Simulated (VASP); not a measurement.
# Ag (Fm-3m) in VASP: notebook

Ag is run at these levels: r2SCAN; tasks: single point, relaxation of cell and atoms.

Program: VASP 6.6.1. These are calculated values, not measurements. Logs are shortened: lines on timing, memory, paths and dates and some standing lists are left out, and cuts for length are marked.

### Step 1. The cell of the first run

It takes space group Fm-3m (No. 225, cubic). The conventional cell has a = 4.105 Å, b = 4.105 Å, c = 4.105 Å, α = 90.00°, β = 90.00°, γ = 90.00°. Within 3.8 Å of Ag (site symmetry m-3m) lie 12 Ag at 2.90 Å.

### Step 2. Single point, r2SCAN

Input file POSCAR:

```
Ag
1.0
    0.0000000000      2.0524998766      2.0524998766
    2.0524998766      0.0000000000      2.0524998766
    2.0524998766      2.0524998766      0.0000000000
Ag
1
Direct
    0.0000000000      0.0000000000      0.0000000000
```

Input file INCAR.step1:

```
  ALGO = Normal
  EDIFF = 1E-4
  ENCUT = 520
  GGA = PE
  ISMEAR = -1
  LASPH = True
  LCHARG = False
  LREAL = False
  LWAVE = True
  NBANDS = 12
  NELM = 100
  PREC = Accurate
  SIGMA = 0.15
```

Input file INCAR.step2:

```
  ALGO = Normal
  EDIFF = 1E-7
  ENCUT = 520
  ISIF = 2
  ISMEAR = -1
  ISTART = 1
  LASPH = True
  LCHARG = False
  LMIXTAU = True
  LREAL = False
  LWAVE = False
  METAGGA = R2SCAN
  NBANDS = 12
  NELM = 100
  PREC = Accurate
  SIGMA = 0.15
```

Input file KPOINTS:

```
k-points
0
Gamma
  22 22 22
```

Potentials or basis: VASP PAW PBE potentials, release 64 (Ag).

The run is started by

```sh
> cat potpaw_PBE.64/Ag/POTCAR > POTCAR
> cp INCAR.step1 INCAR
> mpirun -np 1 vasp_std > vasp.out
> cp INCAR.step2 INCAR
> mpirun -np 1 vasp_std > vasp.out
```

OUTCAR:

```text
EDIFF = 1E-7
   ENCUT = 520
   ISIF = 2
   ISMEAR = -1
   ISTART = 1
   LASPH = True
   LREAL = False
   METAGGA = R2SCAN
   NELM = 100
   PREC = Accurate

 ion  position               nearest neighbor table
   1  0.000  0.000  0.000-

  LATTYP: Found a face centered cubic cell.
 ALAT       =     4.1049997532

  Lattice vectors:

 A1 = (   0.0000000000,   2.0524998766,   2.0524998766)
 A2 = (   2.0524998766,   0.0000000000,   2.0524998766)
 A3 = (   2.0524998766,   2.0524998766,   0.0000000000)

Analysis of symmetry for initial positions (statically):
[... 33 lines left out ...]
                                     Primitive cell

  volume of cell :      17.2934

  direct lattice vectors                    reciprocal lattice vectors
     0.000000000  2.052499877  2.052499877    -0.243605374  0.243605374  0.243605374
     2.052499877  0.000000000  2.052499877     0.243605374 -0.243605374  0.243605374
     2.052499877  2.052499877  0.000000000     0.243605374  0.243605374 -0.243605374

  length of vectors
     2.902673162  2.902673162  2.902673162     0.421936885  0.421936885  0.421936885

  position of ions in fractional coordinates (direct lattice)
     0.000000000  0.000000000  0.000000000

  ion indices of the primitive-cell ions
   primitive index   ion index
                 1           1

----------------------------------------------------------------------------------------

 KPOINTS: k-points

Automatic generation of k-mesh.
 Grid dimensions read from file:
 generate k-points for:   22   22   22

 Generating k-lattice:

  Cartesian coordinates                     Fractional coordinates (reciprocal lattice)
    -0.011072972  0.011072972  0.011072972     0.045454545  0.000000000  0.000000000
     0.011072972 -0.011072972  0.011072972     0.000000000  0.045454545  0.000000000
     0.011072972  0.011072972 -0.011072972     0.000000000  0.000000000  0.045454545

  Length of vectors
     0.019178949  0.019178949  0.019178949

  Shift w.r.t. Gamma in fractional coordinates (k-lattice)
     0.000000000  0.000000000  0.000000000

 Subroutine IBZKPT returns following result:
 ===========================================

 Found    328 irreducible k-points:

 Following reciprocal coordinates:
            Coordinates               Weight
  0.000000  0.000000  0.000000      1.000000
  0.045455  0.000000  0.000000      8.000000
  0.090909  0.000000  0.000000      8.000000
  0.136364  0.000000  0.000000      8.000000
  0.181818  0.000000  0.000000      8.000000
  0.227273  0.000000  0.000000      8.000000
[... 16 lines left out ...]
  0.500000  0.045455  0.000000     24.000000
 -0.454545  0.045455  0.000000     24.000000
 [... further k-points ...]
   k-points           NKPTS =    328   k-points in BZ     NKDIM =    328   number of bands    NBANDS=     12
   number of dos      NEDOS =    301   number of ions     NIONS =      1
   total plane-waves  NPLWV =  13824
   dimension x,y,z NGX =    24 NGY =   24 NGZ =   24
   dimension x,y,z NGXF=    48 NGYF=   48 NGZF=   48
   ions per type =               1
   NGX,Y,Z   is equivalent  to a cutoff of  13.75, 13.75, 13.75 a.u.
   NGXF,Y,Z  is equivalent  to a cutoff of  27.49, 27.49, 27.49 a.u.
 SYSTEM =  unknown system
   PREC   = accura    normal or accurate (medium, high low for compatibility)
   ISTART =      1    job   : 0-new  1-cont  2-samecut
   ICHARG =      0    charge: 1-file 2-atom 10-const
   ISPIN  =      1    spin polarized calculation?
   LNONCOLLINEAR =      F non collinear calculations
   LSORBIT =      F    spin-orbit coupling
   LASPH  =      T    aspherical Exc in radial PAW
   ENCUT  =  520.0 eV  38.22 Ry    6.18 a.u.   5.40  5.40  5.40*2*pi/ulx,y,z
   NELM   =    100;   NELMIN=  2; NELMDL=  0     # of ELM steps
   EDIFF  = 0.1E-06   stopping-criterion for ELM
   LREAL  =      F    real-space projection
   EDIFFG = 0.1E-05   stopping-criterion for IOM
   NSW    =      0    number of steps for IOM
   IBRION =     -1    ionic relax: 0-MD 1-quasi-New 2-CG
   NFREE  =      0    steps in history (QN), initial steepest desc. (CG)
   ISIF   =      2    stress and relaxation
   ISYM   =      2    0-nonsym 1-usesym 2-fastsym
   POTIM  = 0.5000    time-step for ionic-motion
   TEBEG  =    0.0;   TEEND  =   0.0 temperature during run
   PSTRESS=    0.0 pullay stress
   NELECT =      11.0000    total number of electrons
   NUPDOWN=      -1.0000    fix difference up-down
   EMIN   =  10.00;   EMAX   =-10.00  energy-range for DOS
   EFERMI =   0.00;   METHOD = LEGACY
   ISMEAR =    -1;   SIGMA  =   0.15  broadening in eV -4-tet -1-fermi 0-gaus
   EFERMI_NEDOS =   21; number of points for ismear=-14 and -15
   IALGO  =     38    algorithm
   IMIX   =      4    mixing-type and parameters
     AMIX     =   0.40;   BMIX     =  1.00
     AMIX_MAG =   1.60;   BMIX_MAG =  1.00
  volume/ion in A,a.u.               =      17.29       116.70
  Fermi-wavevector in a.u.,A,eV,Ry     =   1.407924  2.660591 26.970154  1.982250
  Thomas-Fermi vector in A             =   2.530134
   LORBIT       =      0    0 simple, 1 ext, 2 COOP (PROOUT), +10 PAW based schemes
   METAGGA = R2SCAN    functional components
   LHFCALC =     F    Hartree Fock is set to
   AEXX    =    0.0000 exact exchange contribution
   IVDW    =     0    specifies the selected vdW correction
   LEPSILON=     F    determine dielectric tensor
   LRPA    =     F    only Hartree local field effects (RPA)
 non-spin polarized calculation
  energy-cutoff  :      520.00
  volume of cell :       17.29
 maximum number of plane-waves:       489
 NGX is ok and might be reduce to    24
   NGX = 11   NGY = 11   NGZ = 11

 number of electron      10.9999999 magnetization

 Free energy of the ion-electron system (eV)
  ---------------------------------------------------
  ext. energy  EPLUGINS =         0.00000000
  ---------------------------------------------------
  free energy    TOTEN  =       -21.36775904 eV

  energy without entropy =      -21.35028502  energy(sigma->0) =      -21.35902203

 E-fermi :   8.2772     XC(G=0): -12.8708

 val. band max:        8.2452505967   @ k =   0.5000   0.2727   0.0909
 cond. band min:       8.3166958636   @ k =   0.5000   0.3636   0.1364
 fundamental gap:      0.0714452670
 Fermi energy:         8.2772390919

 k-point     1 :       0.0000    0.0000    0.0000
  band No.  band energies     occupation
      1       0.3851      2.00000
      2       3.1490      2.00000
      3       3.1490      2.00000
      4       3.1490      2.00000
      5       4.1675      2.00000
      6       4.1675      2.00000
      7      24.8543      0.00000
      8      28.4957      0.00000
      9      28.4957      0.00000
     10      28.4957      0.00000
     11      33.4223      0.00000
     12      34.3784      0.00000

 k-point     2 :       0.0455    0.0000    0.0000
  band No.  band energies     occupation
      1       0.4514      2.00000
      2       3.1339      2.00000
      3       3.1673      2.00000
      4       3.1673      2.00000
      5       4.1604      2.00000
      6       4.1604      2.00000
      7      24.8656      0.00000
      8      27.8732      0.00000
      9      28.5172      0.00000
     10      28.5172      0.00000
     11      33.5548      0.00000
     12      34.3179      0.00000

 k-point     3 :       0.0909    0.0000    0.0000
  band No.  band energies     occupation
      1       0.6454      2.00000
      2       3.0960      2.00000
      3       3.2173      2.00000
      4       3.2173      2.00000
      5       4.1440      2.00000
      6       4.1440      2.00000
      7      24.7749      0.00000
      8      26.6451      0.00000
      9      28.5721      0.00000
     10      28.5721      0.00000
     11      32.9617      0.00000
     12      34.1027      0.00000

 k-point     4 :       0.1364    0.0000    0.0000
  band No.  band energies     occupation
      1       0.9476      2.00000
      2       3.0603      2.00000
      3       3.2836      2.00000
      4       3.2836      2.00000
      5       4.1336      2.00000
      6       4.1336      2.00000
      7      23.9646      0.00000
      8      25.8867      0.00000
      9      28.6300      0.00000
     10      28.6300      0.00000
     11      32.2458      0.00000
     12      33.6809      0.00000

 k-point     5 :       0.1818    0.0000    0.0000
  band No.  band energies     occupation
      1       1.3074      2.00000
      2       3.0854      2.00000
      3       3.3389      2.00000
      4       3.3389      2.00000
      5       4.1555      2.00000
      6       4.1555      2.00000
      7      22.3744      0.00000
      8      25.7327      0.00000
      9      28.6403      0.00000
     10      28.6403      0.00000
     11      31.7841      0.00000
     12      33.0984      0.00000

 k-point     6 :       0.2273    0.0000    0.0000
  band No.  band energies     occupation
      1       1.6143      2.00000
      2       3.2896      2.00000
      3       3.3554      2.00000
      4       3.3554      2.00000
      5       4.2345      2.00000
      6       4.2345      2.00000
      7      20.5872      0.00000
      8      25.5787      0.00000
      9      28.5380      0.00000
     10      28.5380      0.00000
     11      31.7296      0.00000
     12      32.5111      0.00000

 k-point     7 :       0.2727    0.0000    0.0000
  band No.  band energies     occupation
      1       1.7560      2.00000
      2       3.3285      2.00000
      3       3.3285      2.00000
      4       3.7901      2.00000
      5       4.3699      2.00000
      6       4.3699      2.00000
      7      18.7707      0.00000
      8      25.2973      0.00000
      9      28.2760      0.00000
     10      28.2760      0.00000
     11      32.0644      0.00000
     12      32.0749      0.00000

 k-point     8 :       0.3182    0.0000    0.0000
  band No.  band energies     occupation
      1       1.7606      2.00000
      2       3.2759      2.00000
      3       3.2759      2.00000
      4       4.5357      2.00000
      5       4.5357      2.00000
      6       4.5589      2.00000
      7      16.9852      0.00000
      8      24.9447      0.00000
      9      27.8770      0.00000
     10      27.8770      0.00000
     11      31.8042      0.00000
     12      31.8042      0.00000
[... 166 lines left out ...]
 k-point    20 :       0.3636    0.0455    0.0000
  band No.  band energies     occupation
      1       1.7675      2.00000
      2       3.2117      2.00000
      3       3.2745      2.00000
      4       4.3306      2.00000
      5       4.7334      2.00000
      6       5.4253      2.00000
      7      15.8743      0.00000
      8      24.6543      0.00000
      9      26.5996      0.00000
     10      27.9014      0.00000
     11      31.4920      0.00000
     12      32.3077      0.00000

 k-point    21 :       0.4091    0.0455    0.0000
  band No.  band energies     occupation
      1       1.7076      2.00000
      2       3.1554      2.00000
      3       3.2197      2.00000
      4       4.5748      2.00000
      5       4.8620      2.00000
      6       6.3703      1.99999
      7      14.2469      0.00000
      8      24.3632      0.00000
      9      26.4011      0.00000
     10      27.2129      0.00000
     11      31.7092      0.00000
     12      32.1354      0.00000

 k-point    22 :       0.4545    0.0455    0.0000
  band No.  band energies     occupation
      1       1.6592      2.00000
      2       3.1164      2.00000
      3       3.1776      2.00000
      4       4.7390      2.00000
      5       4.9443      2.00000
      6       7.3599      1.99559
      7      12.8367      0.00000
      8      24.1554      0.00000
      9      26.3256      0.00000
     10      26.6748      0.00000
     11      31.8454      0.00000
     12      32.0024      0.00000

 k-point    23 :       0.5000    0.0455    0.0000
  band No.  band energies     occupation
      1       1.6353      2.00000
      2       3.1001      2.00000
      3       3.1546      2.00000
      4       4.8315      2.00000
      5       4.9668      2.00000
      6       8.0612      1.61705
      7      11.9481      0.00000
      8      24.0502      0.00000
      9      26.3162      0.00000
     10      26.4121      0.00000
     11      31.8886      0.00000
     12      31.9356      0.00000

 k-point    24 :      -0.4545    0.0455    0.0000
  band No.  band energies     occupation
      1       1.6407      2.00000
      2       3.1081      2.00000
      3       3.1543      2.00000
      4       4.8484      2.00000
      5       4.9246      2.00000
      6       7.8976      1.85259
      7      12.1513      0.00000
      8      24.0539      0.00000
      9      26.1501      0.00000
     10      26.6830      0.00000
     11      31.7783      0.00000
     12      31.9893      0.00000

 [... further k-points ...]
[... 5 lines left out ...]
  --------------------------------------------------------------------------------------
  -------------------------------------------------------------------------------------
  Total        0.0118712      0.0118712      0.0118712      0.0000000      0.0000000     -0.0000000
  in kB        1.0998299      1.0998299      1.0998299      0.0000000      0.0000000     -0.0000000
  external PRESSURE =       1.0998299 kB  Pullay stress =       0.0000000 kB

 VOLUME and BASIS-vectors are now :
 -----------------------------------------------------------------------------
  energy-cutoff  :      520.00
  volume of cell :       17.29
      direct lattice vectors                 reciprocal lattice vectors
     0.000000000  2.052499877  2.052499877    -0.243605374  0.243605374  0.243605374
     2.052499877  0.000000000  2.052499877     0.243605374 -0.243605374  0.243605374
     2.052499877  2.052499877  0.000000000     0.243605374  0.243605374 -0.243605374

 POSITION                                       TOTAL-FORCE (eV/Angst)
 -----------------------------------------------------------------------------------
      0.00000      0.00000      0.00000         0.000000      0.000000      0.000000
 -----------------------------------------------------------------------------------
    total drift:                               -0.000000      0.000000      0.000000

  FREE ENERGIE OF THE ION-ELECTRON SYSTEM (eV)
  ---------------------------------------------------
  free  energy   TOTEN  =       -21.3677590445 eV

  energy  without entropy=      -21.3502850170  energy(sigma->0) =      -21.35902203
```

Run time: 2 min. Hardware: 1 thread of Intel Xeon Platinum 8488C (Sapphire Rapids), shared host; peak memory 0.19 GiB.

What came out:

| Property | Result |
| --- | --- |
| Free energy | -21.3678 eV |
| Pressure | 0.1 GPa |

Levels at points of the mesh, in eV from the Fermi level:
```
           k point  band 3  band 4  band 5  band 6  band 7  band 8  band 9  band 10
(0.00, 0.00, 0.00)   -5.13   -5.13   -4.11   -4.11   16.58   20.22   20.22    20.22
(0.50, 0.00, 0.00)   -5.15   -3.31   -3.31   -0.33    3.59   15.82   18.42    18.42
(0.50, 0.50, 0.00)   -3.35   -3.10   -3.10    1.70    6.82   11.02   11.02    17.47
```

Caveat: the PAW data sets were made with another functional, which shifts forces and pressure a little.

### Step 3. Relaxation of cell and atoms, r2SCAN

Input file POSCAR:

```
Ag
1.0
    0.0000000000      2.0522055143      2.0522055143
    2.0522055143      0.0000000000      2.0522055143
    2.0522055143      2.0522055143      0.0000000000
Ag
1
Direct
    0.0000000000      0.0000000000      0.0000000000
```

Input file INCAR.step1:

```
SYSTEM = Ag
  ALGO = Normal
  EDIFF = 1E-4
  ENCUT = 600
  GGA = PE
  ISMEAR = -1
  LASPH = .TRUE.
  LCHARG = .FALSE.
  LREAL = .FALSE.
  LWAVE = .TRUE.
  NELM = 60
  PREC = Accurate
  SIGMA = 0.15
```

Input file INCAR.step2:

```
SYSTEM = Ag
  ALGO = Normal
  EDIFF = 1E-6
  EDIFFG = -0.001
  ENCUT = 600
  IBRION = 2
  ISIF = 3
  ISMEAR = -1
  ISTART = 1
  LASPH = .TRUE.
  LCHARG = .FALSE.
  LMIXTAU = .TRUE.
  LREAL = .FALSE.
  LWAVE = .FALSE.
  METAGGA = R2SCAN
  NELM = 60
  NSW = 80
  PREC = Accurate
  SIGMA = 0.15
```

Input file KPOINTS:

```
k-points
0
G
  22 22 22
  0 0 0
```

Potentials or basis: VASP PAW PBE potentials, release 64 (Ag).

The run is started by

```sh
> cat potpaw_PBE.64/Ag/POTCAR > POTCAR
> cp INCAR.step1 INCAR
> mpirun -np 1 vasp_std > vasp.out
> cp INCAR.step2 INCAR
> mpirun -np 1 vasp_std > vasp.out
```

Run time: 3.8 min. Hardware: 1 thread of Intel Xeon Platinum 8488C (Sapphire Rapids), shared host; peak memory 0.21 GiB.

Results (log left out):

* Free energy: -21.3673 eV
* Relaxed volume: 17.32 Å³/atom
* Relaxed cell: a = 2.904 Å, b = 2.904 Å, c = 2.904 Å, α = 60.00°, β = 60.00°, γ = 60.00°
* Space group after relaxing (to 0.05 Å): Fm-3m (No. 225)
* Energy gained by relaxing: 0.0 meV/atom
* Ionic steps: 5
* Pressure after relaxing: 0.0 GPa

Final structure:
```xyz
1
Lattice="0.0000 2.0536 2.0536 2.0536 0.0000 2.0536 2.0536 2.0536 0.0000" Properties=species:S:1:pos:R:3 pbc="T T T"
Ag    0.0000    0.0000    0.0000
```

Levels at points of the mesh, in eV from the Fermi level:
| k point | band 3 | band 4 | band 5 | band 6 | band 7 | band 8 | band 9 |
| --- | --- | --- | --- | --- | --- | --- | --- |
| (0.00, 0.00, 0.00) | -5.12 | -5.12 | -4.11 | -4.11 | 16.57 | 20.20 | 20.20 |
| (0.50, 0.00, 0.00) | -5.15 | -3.31 | -3.31 | -0.33 | 3.58 | 15.81 | 18.40 |
| (0.50, 0.50, 0.00) | -3.35 | -3.10 | -3.10 | 1.70 | 6.81 | 11.01 | 11.01 |

Caveat: the PAW data sets were made with another functional, which shifts forces and pressure a little.

[end of part 1 of 2]
